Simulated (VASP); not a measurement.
# PtS2 (R3m) in VASP: a series of runs

The runs below take PtS2 through single point, with PBE, r2SCAN.

Everything below comes from runs of VASP 6.6.1. Logs are shortened: lines on timing, memory, paths and dates and some standing lists are left out, and cuts for length are marked.

## (1) The cell of the first run

It takes space group R3m (No. 160, trigonal). The conventional cell has a = 3.478 Å, b = 3.478 Å, c = 15.288 Å, α = 90.00°, β = 90.00°, γ = 120.00°. Within 3.2 Å of Pt (site symmetry 3m) lie 6 S at 2.41 to 2.48 Å. S (site symmetry 3m) has 3 Pt at 2.48 Å and 4 S at 2.78 to 3.06 Å within 3.3 Å. S (site symmetry 3m) has 3 Pt at 2.41 Å and 4 S at 2.78 to 3.06 Å within 3.2 Å.

## (2) Single point, PBE

File INCAR:

```
SYSTEM = PtS2
ALGO = Normal
EDIFF = 1E-7
ENCUT = 520
GGA = PE
ISIF = 2
ISMEAR = -1
LASPH = .True.
LCHARG = .False.
LREAL = .False.
LWAVE = .False.
NBANDS = 18
NELM = 100
PREC = Accurate
SIGMA = 0.02
```

File KPOINTS:

```
k-points
0
Gamma
  6 6 6
  0 0 0
```

File POSCAR:

```
PtS2
1.0
    1.7391392340      1.0040925049      5.0958703795
   -1.7391392340      1.0040925049      5.0958703795
    0.0000000000     -2.0081850098      5.0958703795
Pt S
1 2
Direct
   -0.0026256459     -0.0026256459     -0.0026256459
    0.4255983381      0.4255983381      0.4255983381
    0.2436939743      0.2436939743      0.2436939743
```

Potentials or basis: VASP PAW PBE potentials, release 64 (Pt, S).

Launch:

```
$ cat potpaw_PBE.64/Pt/POTCAR potpaw_PBE.64/S/POTCAR > POTCAR
$ mpirun -np 1 vasp_std > vasp.out
```

OUTCAR:

```text
SYSTEM = PtS2
   EDIFF = 1E-7
   ENCUT = 520
   GGA = PE
   ISIF = 2
   ISMEAR = -1
   LASPH = .True.
   LREAL = .False.
   NELM = 100
   PREC = Accurate

 ion  position               nearest neighbor table
   1  0.997  0.997  0.997-   3 2.41   3 2.41   3 2.41   2 2.48   2 2.48   2 2.48
   2  0.426  0.426  0.426-   1 2.48   1 2.48   1 2.48   3 2.78
   3  0.244  0.244  0.244-   1 2.41   1 2.41   1 2.41   2 2.78

  LATTYP: Found a trigonal (rhomboedric) cell.
 ALAT       =     5.4772896544
 COS(alpha) =     0.7983643663

  Lattice vectors:

 A1 = (   1.7391392340,   1.0040925049,   5.0958703795)
 A2 = (  -1.7391392340,   1.0040925049,   5.0958703795)
 A3 = (   0.0000000000,  -2.0081850098,   5.0958703795)

Analysis of symmetry for initial positions (statically):
=====================================================================
 Subroutine PRICEL returns:
 Original cell was already a primitive cell.

 Routine SETGRP: Setting up the symmetry group for a
 trigonal (rhombohedral) supercell.

 Subroutine GETGRP returns: Found  6 space group operations
 (whereof  6 operations were pure point group operations)
 out of a pool of 12 trial point group operations.

The static configuration has the point symmetry C_3v.

Analysis of symmetry for dynamics (positions and initial velocities):
=====================================================================
 Subroutine PRICEL returns:
 Original cell was already a primitive cell.

 Routine SETGRP: Setting up the symmetry group for a
 trigonal (rhombohedral) supercell.

 Subroutine GETGRP returns: Found  6 space group operations
 (whereof  6 operations were pure point group operations)
 out of a pool of 12 trial point group operations.

The dynamic configuration has the point symmetry C_3v.

 Subroutine INISYM returns: Found  6 space group operations
 (whereof  6 operations are pure point group operations),
 and found     1 'primitive' translations

----------------------------------------------------------------------------------------

                                     Primitive cell

  volume of cell :      53.3922

  direct lattice vectors                    reciprocal lattice vectors
     1.739139234  1.004092505  5.095870379     0.287498545  0.165987363  0.065412444
    -1.739139234  1.004092505  5.095870379    -0.287498545  0.165987363  0.065412444
     0.000000000 -2.008185010  5.095870379     0.000000000 -0.331974725  0.065412444

  length of vectors
     5.477289654  5.477289654  5.477289654     0.338357808  0.338357808  0.338357808

  position of ions in fractional coordinates (direct lattice)
     0.997374354  0.997374354  0.997374354
     0.425598338  0.425598338  0.425598338
     0.243693974  0.243693974  0.243693974

  ion indices of the primitive-cell ions
   primitive index   ion index
                 1           1
                 2           2
                 3           3

----------------------------------------------------------------------------------------

 KPOINTS: k-points

Automatic generation of k-mesh.
 Grid dimensions read from file:
 generate k-points for:    6    6    6

 Generating k-lattice:

  Cartesian coordinates                     Fractional coordinates (reciprocal lattice)
     0.047916424  0.027664560  0.010902074     0.166666667 -0.000000000 -0.000000000
    -0.047916424  0.027664560  0.010902074    -0.000000000  0.166666667 -0.000000000
     0.000000000 -0.055329121  0.010902074    -0.000000000 -0.000000000  0.166666667

  Length of vectors
     0.056392968  0.056392968  0.056392968

  Shift w.r.t. Gamma in fractional coordinates (k-lattice)
     0.000000000  0.000000000  0.000000000

 Subroutine IBZKPT returns following result:
 ===========================================

 Found     32 irreducible k-points:

 Following reciprocal coordinates:
            Coordinates               Weight
  0.000000  0.000000  0.000000      1.000000
  0.166667  0.000000  0.000000      6.000000
  0.333333  0.000000  0.000000      6.000000
  0.500000 -0.000000  0.000000      3.000000
  0.166667  0.166667  0.000000      6.000000
  0.333333  0.166667  0.000000     12.000000
[... 16 lines left out ...]
  0.500000  0.500000  0.166667      6.000000
 -0.333333  0.500000  0.166667     12.000000
 [... further k-points ...]
   k-points           NKPTS =     32   k-points in BZ     NKDIM =     32   number of bands    NBANDS=     18
   number of dos      NEDOS =    301   number of ions     NIONS =      3
   total plane-waves  NPLWV =  74088
   dimension x,y,z NGX =    42 NGY =   42 NGZ =   42
   dimension x,y,z NGXF=    84 NGYF=   84 NGZF=   84
   ions per type =               1   2
   NGX,Y,Z   is equivalent  to a cutoff of  12.75, 12.75, 12.75 a.u.
   NGXF,Y,Z  is equivalent  to a cutoff of  25.50, 25.50, 25.50 a.u.
 SYSTEM =  PtS2
   PREC   = accura    normal or accurate (medium, high low for compatibility)
   ISTART =      0    job   : 0-new  1-cont  2-samecut
   ICHARG =      2    charge: 1-file 2-atom 10-const
   ISPIN  =      1    spin polarized calculation?
   LNONCOLLINEAR =      F non collinear calculations
   LSORBIT =      F    spin-orbit coupling
   LASPH  =      T    aspherical Exc in radial PAW
   ENCUT  =  520.0 eV  38.22 Ry    6.18 a.u.  10.18 10.18 10.18*2*pi/ulx,y,z
   NELM   =    100;   NELMIN=  2; NELMDL= -5     # of ELM steps
   EDIFF  = 0.1E-06   stopping-criterion for ELM
   LREAL  =      F    real-space projection
   EDIFFG = 0.1E-05   stopping-criterion for IOM
   NSW    =      0    number of steps for IOM
   IBRION =     -1    ionic relax: 0-MD 1-quasi-New 2-CG
   NFREE  =      0    steps in history (QN), initial steepest desc. (CG)
   ISIF   =      2    stress and relaxation
   ISYM   =      2    0-nonsym 1-usesym 2-fastsym
   POTIM  = 0.5000    time-step for ionic-motion
   TEBEG  =    0.0;   TEEND  =   0.0 temperature during run
   PSTRESS=    0.0 pullay stress
   NELECT =      22.0000    total number of electrons
   NUPDOWN=      -1.0000    fix difference up-down
   EMIN   =  10.00;   EMAX   =-10.00  energy-range for DOS
   EFERMI =   0.00;   METHOD = LEGACY
   ISMEAR =    -1;   SIGMA  =   0.02  broadening in eV -4-tet -1-fermi 0-gaus
   EFERMI_NEDOS =   21; number of points for ismear=-14 and -15
   IALGO  =     38    algorithm
   IMIX   =      4    mixing-type and parameters
     AMIX     =   0.40;   BMIX     =  1.00
     AMIX_MAG =   1.60;   BMIX_MAG =  1.00
  volume/ion in A,a.u.               =      17.80       120.10
  Fermi-wavevector in a.u.,A,eV,Ry     =   1.218213  2.302088 20.191623  1.484042
  Thomas-Fermi vector in A             =   2.353507
   LORBIT       =      0    0 simple, 1 ext, 2 COOP (PROOUT), +10 PAW based schemes
   GGA     = PE    functional components
   LHFCALC =     F    Hartree Fock is set to
   AEXX    =    0.0000 exact exchange contribution
   IVDW    =     0    specifies the selected vdW correction
   LEPSILON=     F    determine dielectric tensor
   LRPA    =     F    only Hartree local field effects (RPA)
 non-spin polarized calculation
  energy-cutoff  :      520.00
  volume of cell :       53.39
 maximum number of plane-waves:      1456
 NGX is ok and might be reduce to    42
   NGX = 21   NGY = 21   NGZ = 21

 number of electron      22.0000000 magnetization

 Free energy of the ion-electron system (eV)
  ---------------------------------------------------
  ext. energy  EPLUGINS =         0.00000000
  ---------------------------------------------------
  free energy    TOTEN  =       -13.75121351 eV

  energy without entropy =      -13.74806029  energy(sigma->0) =      -13.74963690

 E-fermi :   7.4746     XC(G=0): -10.9417

 val. band max:        7.4216474465   @ k =   0.3333   0.1667   0.1667
 cond. band min:       7.4819830356   @ k =  -0.3333   0.5000   0.1667
 fundamental gap:      0.0603355891
 Fermi energy:         7.4746472889

 k-point     1 :       0.0000    0.0000    0.0000
  band No.  band energies     occupation
      1      -8.3376      2.00000
      2      -5.2452      2.00000
      3      -0.4371      2.00000
      4       1.8473      2.00000
      5       1.8473      2.00000
      6       2.7110      2.00000
[... 10 lines left out ...]
     17      15.6803      0.00000
     18      18.1308      0.00000

 k-point     2 :       0.1667    0.0000    0.0000
  band No.  band energies     occupation
      1      -8.0346      2.00000
      2      -5.2617      2.00000
      3      -0.1009      2.00000
      4       1.5168      2.00000
      5       2.0588      2.00000
      6       2.5255      2.00000
[... 10 lines left out ...]
     17      16.3497      0.00000
     18      16.4452      0.00000

 k-point     3 :       0.3333    0.0000    0.0000
  band No.  band energies     occupation
      1      -7.3193      2.00000
      2      -5.2907      2.00000
      3       0.1452      2.00000
      4       1.1788      2.00000
      5       1.8390      2.00000
      6       2.5252      2.00000
[... 10 lines left out ...]
     17      17.3706      0.00000
     18      17.4191      0.00000

 k-point     4 :       0.5000   -0.0000    0.0000
  band No.  band energies     occupation
      1      -6.8716      2.00000
      2      -5.3193      2.00000
      3      -0.0629      2.00000
      4       0.9966      2.00000
      5       1.6487      2.00000
      6       2.4170      2.00000
[... 375 lines left out ...]
      4       1.0628      2.00000
      5       1.8256      2.00000
      6       2.8206      2.00000
[... 10 lines left out ...]
     17      16.1827      0.00000
     18      17.2862      0.00000

 k-point    23 :       0.5000    0.5000    0.1667
  band No.  band energies     occupation
      1      -6.9177      2.00000
      2      -5.9694      2.00000
      3       0.7074      2.00000
      4       1.3970      2.00000
      5       2.0509      2.00000
      6       2.4208      2.00000
[... 10 lines left out ...]
     17      15.6428      0.00000
     18      16.8077      0.00000

 k-point    24 :      -0.3333    0.5000    0.1667
  band No.  band energies     occupation
      1      -6.6014      2.00000
      2      -5.7570      2.00000
      3       0.5531      2.00000
      4       1.1268      2.00000
      5       2.0160      2.00000
      6       2.4343      2.00000
[... 10 lines left out ...]
     17      15.9156      0.00000
     18      17.0500      0.00000

 [... further k-points ...]
[... 5 lines left out ...]
  --------------------------------------------------------------------------------------
  -------------------------------------------------------------------------------------
  Total        1.1205793      1.1205793      0.7499220      0.0000000      0.0000000      0.0000000
  in kB       33.6260216     33.6260216     22.5034422      0.0000000      0.0000000      0.0000000
  external PRESSURE =      29.9184951 kB  Pullay stress =       0.0000000 kB

 VOLUME and BASIS-vectors are now :
 -----------------------------------------------------------------------------
  energy-cutoff  :      520.00
  volume of cell :       53.39
      direct lattice vectors                 reciprocal lattice vectors
     1.739139234  1.004092505  5.095870379     0.287498545  0.165987363  0.065412444
    -1.739139234  1.004092505  5.095870379    -0.287498545  0.165987363  0.065412444
     0.000000000 -2.008185010  5.095870379     0.000000000 -0.331974725  0.065412444

 POSITION                                       TOTAL-FORCE (eV/Angst)
 -----------------------------------------------------------------------------------
      0.00000      0.00000     15.24747         0.000000      0.000000      0.044392
      0.00000      0.00000      6.50638         0.000000      0.000000      0.152653
      0.00000      0.00000      3.72550         0.000000      0.000000     -0.197045
 -----------------------------------------------------------------------------------
    total drift:                                0.000000      0.000000     -0.000091

  FREE ENERGIE OF THE ION-ELECTRON SYSTEM (eV)
  ---------------------------------------------------
  free  energy   TOTEN  =       -13.7512135139 eV

  energy  without entropy=      -13.7480602869  energy(sigma->0) =      -13.74963690
```

Wall time 28 s (1 thread of Intel Xeon 6975P-C (Granite Rapids), shared host); peak memory 0.25 GiB.

Results:

- Free energy: -13.7512 eV
- Pressure: 3.0 GPa
- Largest force: 0.197 eV/Å
- Band gap on the k mesh: zero (band 11 reaches 7.89 eV, above the bottom of band 12 at 7.48 eV)

Forces in eV/Å, atoms in the order of the input:
```
Pt   0.000  0.000  0.044
S    0.000  0.000  0.153
S    0.000  0.000 -0.197
```

Caveat: spin-orbit coupling is left out, which moves the levels of the heavy elements.

## (3) Single point, PBE

File INCAR:

```
PREC = Accurate
ENCUT = 520
EDIFF = 1E-6
ISMEAR = -1
SIGMA = 0.02
LREAL = False
LASPH = True
NELM = 80
ALGO = Normal
ISIF = 2
LWAVE = False
LCHARG = True
GGA = PE
LELF = True
LVHAR = True
NBANDS = 18
```

File KPOINTS:

```
regular mesh
0
Gamma
  6 6 6
```

POSCAR is that of step 2.

Potentials or basis: VASP PAW PBE potentials, release 64 (Pt, S).

Launch:

```
$ cat potpaw_PBE.64/Pt/POTCAR potpaw_PBE.64/S/POTCAR > POTCAR
$ mpirun -np 1 vasp_std > vasp.out
```

Run time: 27 s. Hardware: 1 thread of Intel Xeon 6975P-C (Granite Rapids), shared host; peak memory 0.25 GiB.

The run converged. Its results:

```yaml
Free_energy: -13.7512 eV
Pressure: 3.0 GPa
Largest_force: 0.197 eV/Å
Band_gap_on_the_k_mesh: zero (band 11 reaches 7.89 eV, above the bottom of band 12 at 7.48 eV)
```

Forces on the atoms (eV/Å):
```
Pt   0.000  0.000  0.044
S    0.000  0.000  0.153
S    0.000  0.000 -0.197
```

Stress tensor (GPa, compression positive):
```
3.37 0.00 0.00
0.00 3.37 0.00
0.00 0.00 2.26
```

Levels at points of the mesh, in eV from the Fermi level:
```
           k point  band 9  band 10  band 11  band 12  band 13  band 14
(0.00, 0.00, 0.00)   -0.26    -0.26     0.42     0.79     0.79     2.89
(0.50, 0.00, 0.00)   -2.47    -2.14    -1.49     0.52     1.14     3.65
(0.50, 0.50, 0.00)   -2.76    -2.14    -2.05     0.40     1.78     4.55
(0.50, 0.50, 0.50)   -1.92     0.15     0.15     0.39     0.39     3.43
```

Caveat: spin-orbit coupling is left out, which moves the levels of the heavy elements.

## (4) Single point, r2SCAN

POSCAR is that of step 3.

File INCAR.step1:

```
SYSTEM = PtS2
ALGO = Normal ; EDIFF = 1E-4
ENCUT = 520 ; GGA = PE
ISMEAR = -1 ; LASPH = .True.
LCHARG = .False. ; LREAL = .False.
LWAVE = .True. ; NBANDS = 18
NELM = 80 ; PREC = Accurate
SIGMA = 0.02
```

File INCAR.step2:

```
SYSTEM = PtS2
ALGO = Normal ; EDIFF = 1E-7
ENCUT = 520 ; ISIF = 2
ISMEAR = -1 ; ISTART = 1
LASPH = .True. ; LCHARG = .False.
LMIXTAU = .True. ; LREAL = .False.
LWAVE = .False. ; METAGGA = R2SCAN
NBANDS = 18 ; NELM = 80
PREC = Accurate ; SIGMA = 0.02
```

File KPOINTS:

```
k-points
0
Gamma
  6 6 6
  0 0 0
```

Launch:

```
$ cat potpaw_PBE.64/Pt/POTCAR potpaw_PBE.64/S/POTCAR > POTCAR
$ cp INCAR.step1 INCAR
$ mpirun -np 1 vasp_std > vasp.out
$ cp INCAR.step2 INCAR
$ mpirun -np 1 vasp_std > vasp.out
```

Run time: 1.9 min. Hardware: 1 thread of Intel Xeon 6975P-C (Granite Rapids), shared host; peak memory 0.29 GiB.

It converged, with:

- Free energy: -67.0187 eV
- Pressure: 1.2 GPa
- Largest force: 0.052 eV/Å
- Band gap on the k mesh: zero (band 11 reaches 7.77 eV, above the bottom of band 12 at 7.35 eV)

Forces in eV/Å, atoms in the order of the input:
```
Pt   0.000  0.000 -0.012
S    0.000  0.000 -0.040
S    0.000  0.000  0.052
```

Stress tensor (GPa, compression positive):
```
1.37 0.00 0.00
0.00 1.37 0.00
0.00 0.00 0.87
```

Levels at points of the mesh, in eV from the Fermi level:
```csv
k point,band 7,band 8,band 9,band 10,band 11,band 12,band 13,band 14,band 15,band 16
"(0.00, 0.00, 0.00)",-5.01,-3.03,-0.29,-0.29,0.42,0.78,0.78,3.31,6.83,8.63
"(0.50, 0.00, 0.00)",-4.03,-3.39,-2.62,-2.28,-1.62,0.55,1.24,3.91,5.92,7.17
"(0.50, 0.50, 0.00)",-4.37,-3.66,-2.94,-2.27,-2.20,0.48,1.85,4.85,7.53,7.91
"(0.50, 0.50, 0.50)",-4.94,-3.16,-2.02,0.11,0.11,0.38,0.38,3.78,7.60,7.97
```

Caveat: the PAW data sets were made with another functional, which shifts forces and pressure a little; spin-orbit coupling is left out, which moves the levels of the heavy elements.

[end of part 1 of 2]
